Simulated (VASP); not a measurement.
Here is a VASP 6.6.1 calculation.

File POSCAR:

```
GaAs
1.0
    3.7321680210      0.0000000000      0.0000000000
   -1.8660840105      3.2321523174      0.0000000000
    0.0000000000      0.0000000000      6.3327909813
Ga As
2 2
Direct
    0.0000000000      0.0000000000      0.0000000000
    0.0000000000      0.0000000000      0.5000000000
    0.3333333333      0.6666666667      0.2500000000
    0.6666666667      0.3333333333      0.7500000000
```

The input INCAR.step1:

```
PREC = Accurate ; ENCUT = 520
EDIFF = 1E-5 ; ISMEAR = -1
SIGMA = 0.02 ; LREAL = False
LASPH = True ; NELM = 60
ALGO = Normal ; ISIF = 2
LWAVE = True ; LCHARG = False
NBANDS = 26 ; GGA = PE
```

INCAR.step2

```
PREC = Accurate ; ENCUT = 520
EDIFF = 1E-6 ; ISMEAR = -1
SIGMA = 0.02 ; LREAL = False
LASPH = True ; NELM = 60
ALGO = Normal ; ISIF = 2
LWAVE = False ; LCHARG = False
GGA = PE ; LHFCALC = True
AEXX = 0.1 ; HFSCREEN = 0.5
PRECFOCK = Normal ; NBANDS = 26
ISTART = 1
```

The input KPOINTS:

```
Automatic mesh
0
Gamma
  6 6 2
```

Potentials or basis: VASP PAW PBE potentials, release 64 (Ga_d, As).

The run is started by

```bash
$ cat potpaw_PBE.64/Ga_d/POTCAR potpaw_PBE.64/As/POTCAR > POTCAR
$ cp INCAR.step1 INCAR
$ mpirun -np 1 vasp_std > vasp.out
$ cp INCAR.step2 INCAR
$ mpirun -np 1 vasp_std > vasp.out
```

Question: Estimate the pressure.

Answer: 2.1 GPa.

Question: Predict the band gap on the k mesh.

Answer: Zero (band 18 reaches 6.18 eV, above the bottom of band 19 at 2.43 eV).

Stress tensor (GPa, compression positive):
```
1.14 0.00 0.00
0.00 1.14 0.00
0.00 0.00 4.16
```

Caveat: the k points lie up to 0.50 Å⁻¹ apart; the PAW data sets were made with another functional, which shifts forces and pressure a little.
